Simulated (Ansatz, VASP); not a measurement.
Given: the input of a run of VASP 6.6.1 on FeO.

Contents of INCAR:

```
SYSTEM = FeO
ALGO = Normal
EDIFF = 1E-6
ENCUT = 600
GGA = PE
GGA_COMPAT = .False.
ISIF = 2
ISMEAR = -1
ISPIN = 2
LASPH = .True.
LCHARG = .False.
LMAXMIX = 4
LORBIT = 11
LREAL = .False.
LWAVE = .False.
MAGMOM = -2.68 0
NBANDS = 22
NELM = 200
PREC = Accurate
SIGMA = 0.05
```

Contents of KPOINTS:

```
k-points
0
Gamma
  11 11 11
  0 0 0
```

Contents of POSCAR:

```
FeO
1.0
    0.0000000000      2.1554000000      2.1554000000
    2.1554000000      0.0000000000      2.1554000000
    2.1554000000      2.1554000000      0.0000000000
Fe O
1 1
Direct
    0.0000000000      0.0000000000      0.0000000000
    0.5000000000      0.5000000000      0.5000000000
```

Potentials or basis: VASP PAW PBE potentials, release 64 (Fe_sv, O).

Launch:

```console
$ cat potpaw_PBE.64/Fe_sv/POTCAR potpaw_PBE.64/O/POTCAR > POTCAR
$ mpirun -np 1 vasp_std > vasp.out
```

Task: Set up the same calculation for Ansatz 0.2.0. Potentials there: Ansatz PAW.

Result: As run (the cutoff follows the program's own potentials):

The input input.yaml:

```yaml
crystal:
  lattice:
    - [0.0, 2.1554, 2.1554]
    - [2.1554, 0.0, 2.1554]
    - [2.1554, 2.1554, 0.0]
  atoms:
    - { symbol: Fe, position: [0.0, 0.0, 0.0], spin: -2.68 }
    - { symbol: O, position: [0.5, 0.5, 0.5] }
hamiltonian:
  xc: pbe
  pseudopotentials: { kind: paw }
magnetization:
  spin_polarized: true
kpoints:
  mp_grid: { grid: [11, 11, 11] }
scf:
  occupations: { method: fermi_dirac, width: 0.05 }
output:
  forces: true
  stress: true
  eigenvalues: true
```

Potentials or basis: Ansatz PAW.

The run is started by

```console
$ ansatz run input.yaml --threads 2 --pin off --max-ram 5632MiB --backend cpu --events-out ev --progress --plain --runs-dir out
```

Both were run:

|  | VASP | Ansatz | Ansatz less VASP |
| --- | --- | --- | --- |
| gap on the k mesh at the Fermi level (eV) | none | none | - |
| pressure (GPa) | -2.6 | -0.2 | +2.37 |
| net moment per atom (μB) | 2.00 | 2.00 | 0.000 |
| size of the moment on the site where the two differ most (μB) | 3.48 | 3.45 | -0.027 |

Site moments also hang on the region over which each program counts them. A gap of «none» marks a metal or a gap that the smearing closes. The functional is the same, so the differences come from potentials, cutoffs and numerics.
